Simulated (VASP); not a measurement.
Set up this calculation in VASP 6.6.1, as the native input.

| Item | Value |
| --- | --- |
| Task | relaxation of cell and atoms |
| Functional | RPBE |
| Potentials or basis | VASP PAW PBE potentials, release 64 (In_d) |
| Cutoff | 600 eV |
| k mesh | 12 × 12 × 12 |
| Occupations | fermi-dirac, width 0.1 eV |
| Spin | no spin polarisation |
| Dipole correction | no |
| Further INCAR settings | ALGO = Normal; EDIFF = 1e-07; IBRION = 2; EDIFFG = -0.01; NSW = 80; ISIF = 3 |

The structure of In lies in POSCAR:

```
In
1.0
    0.0000000000      2.3556547913      2.3556547913
    2.3556547913      0.0000000000      2.3556547913
    2.3556547913      2.3556547913      0.0000000000
In
1
Direct
    0.0000000000      0.0000000000      0.0000000000
```

These files were run (other wordings do the same):

INCAR

```
  ALGO = Normal
  EDIFF = 1E-7
  EDIFFG = -0.01
  ENCUT = 600
  GGA = RP
  IBRION = 2
  ISIF = 3
  ISMEAR = -1
  LASPH = True
  LCHARG = False
  LREAL = False
  LWAVE = False
  NELM = 60
  NSW = 80
  PREC = Accurate
  SIGMA = 0.1
```

KPOINTS

```
k-points
0
Gamma
  12 12 12
```

Potentials or basis: VASP PAW PBE potentials, release 64 (In_d).

The run is started by

```sh
$ cat potpaw_PBE.64/In_d/POTCAR > POTCAR
$ mpirun -np 1 vasp_std > vasp.out
```

Results of the run:

```
Relaxed volume                         : 28.77 Å³/atom
Relaxed cell                           : a = 3.439 Å, b = 3.439 Å, c = 3.439 Å, α = 60.00°, β = 60.00°, γ = 60.00°
Space group after relaxing (to 0.05 Å) : Fm-3m (No. 225)
Energy gained by relaxing              : 27.2 meV/atom
Ionic steps                            : 3
Pressure after relaxing                : 0.0 GPa
```

Caveat: the PAW data sets were made with another functional, which shifts forces and pressure a little.

Wall time 63 s on 1 thread of Intel(R) Xeon(R) Platinum 8488C (Sapphire Rapids), with other jobs on the host, peak memory 0.17 GiB.
